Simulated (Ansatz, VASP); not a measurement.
# BN: VASP beside Ansatz

POSCAR

```
BN
1.0
    0.0000000000      1.8130010000      1.8130010000
    1.8130010000      0.0000000000      1.8130010000
    1.8130010000      1.8130010000      0.0000000000
B N
1 1
Direct
    0.0000000000      0.0000000000      0.0000000000
    0.7141743687      0.7619418771      0.7619418771
```

INCAR.step1

```
  ALGO = Normal
  EDIFF = 1E-5
  ENCUT = 1460
  GGA = PE
  GGA_COMPAT = F
  ISMEAR = 0
  LASPH = T
  LCHARG = F
  LREAL = F
  LWAVE = T
  NBANDS = 11
  NELM = 120
  PREC = Accurate
  SIGMA = 0.05
```

The input INCAR.step2:

```
  ALGO = Normal
  EDIFF = 1E-6
  ENCUT = 1460
  GGA_COMPAT = F
  ISIF = 2
  ISMEAR = 0
  ISTART = 1
  LASPH = T
  LCHARG = T
  LELF = T
  LMIXTAU = T
  LREAL = F
  LVHAR = T
  LWAVE = F
  METAGGA = R2SCAN
  NBANDS = 11
  NELM = 120
  PREC = Accurate
  SIGMA = 0.05
```

KPOINTS

```
k-points
0
Gamma
  12 12 12
```

Input for Ansatz:

```yaml
crystal:
  lattice:
    - [0.0, 1.813001, 1.813001]
    - [1.813001, 0.0, 1.813001]
    - [1.813001, 1.813001, 0.0]
  atoms:
    - { symbol: B, position: [0.0, 0.0, 0.0] }
    - { symbol: "N", position: [0.7141743687, 0.7619418771, 0.7619418771] }
basis:
  ecutwfc: 500
kpoints:
  mp_grid: { grid: [12, 12, 12] }
hamiltonian:
  xc: r2scan
scf:
  occupations: { method: gaussian, width: 0.05 }
output:
  forces: true
  stress: true
  eigenvalues: true
```

Change from the starting cell: all N atoms moved +0.075 Å, as atom 2 towards its neighbour atom 1 (B) at 1.570 Å.

Alike in both runs: task single point; functional r2SCAN; k mesh 12 × 12 × 12; occupations gaussian, width 0.05 eV; no spin polarisation.

|  | VASP | Ansatz |
| --- | --- | --- |
| version | VASP 6.6.1 | Ansatz 0.2.0 |
| potentials or method | VASP PAW PBE potentials, release 64 (B_h, N_h), cutoff 1460 eV | scalar-relativistic, plane waves, PAW |
| valence electrons in the cell | 8 | 8 |

Ansatz gave:

```
gap on the k mesh at the Fermi level (eV)                     : 4.54
least direct gap on the mesh (eV)                             : 8.82
pressure (GPa)                                                : -3.3
traceless stress, the component that is largest in VASP (GPa) : -1.34
rms of the force components (eV/Å)                            : 1.202
```

Which values does VASP return?

gap on the k mesh at the Fermi level (eV): 4.54; least direct gap on the mesh (eV): 8.80; pressure (GPa): -3.8; traceless stress, the component that is largest in VASP (GPa): -1.35; rms of the force components (eV/Å): 1.205.

VASP's potentials were made for PBE, not for r2SCAN. Atom by atom the forces differ by 0.003 eV/Å (rms over components). The functional is the same, so the differences come from potentials, cutoffs and numerics.
